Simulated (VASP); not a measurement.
A run of VASP 6.6.1 is set up as follows.

POSCAR

```
C
1.0
    0.0000000000      1.7089191755      1.7089191755
    1.7089191755      0.0000000000      1.7089191755
    1.7089191755      1.7089191755      0.0000000000
C
2
Direct
    0.0000000000      0.0000000000      0.0000000000
    0.2500000000      0.2500000000      0.2500000000
```

File INCAR.step1:

```
SYSTEM = C
  ALGO = Normal
  EDIFF = 1E-4
  ENCUT = 520
  GGA = PE
  ISMEAR = 0
  LASPH = .True.
  LCHARG = .False.
  LREAL = .False.
  LWAVE = .True.
  NBANDS = 11
  NELM = 80
  PREC = Accurate
  SIGMA = 0.01
```

The input INCAR.step2:

```
SYSTEM = C
  ALGO = Normal
  EDIFF = 1E-7
  ENCUT = 520
  ISIF = 2
  ISMEAR = 0
  ISTART = 1
  LASPH = .True.
  LCHARG = .True.
  LELF = .True.
  LMIXTAU = .True.
  LREAL = .False.
  LVHAR = .True.
  LWAVE = .False.
  METAGGA = R2SCAN
  NBANDS = 11
  NELM = 80
  PREC = Accurate
  SIGMA = 0.01
```

File KPOINTS:

```
k-points
0
Gamma
  12 12 12
  0 0 0
```

Potentials or basis: VASP PAW PBE potentials, release 64 (C).

Launch:

```console
$ cat potpaw_PBE.64/C/POTCAR > POTCAR
$ cp INCAR.step1 INCAR
$ mpirun -np 1 vasp_std > vasp.out
$ cp INCAR.step2 INCAR
$ mpirun -np 1 vasp_std > vasp.out
```

Problem. Estimate the pressure.

Solution. 70.6 GPa.

Problem. Predict the band gap on the k mesh.

Solution. 4.65 eV, indirect (least direct gap 6.19 eV).

Caveat: the cell differs from its parent crystal (strain -4.0%); the PAW data sets were made with another functional, which shifts forces and pressure a little. A k mesh can miss the band edges.
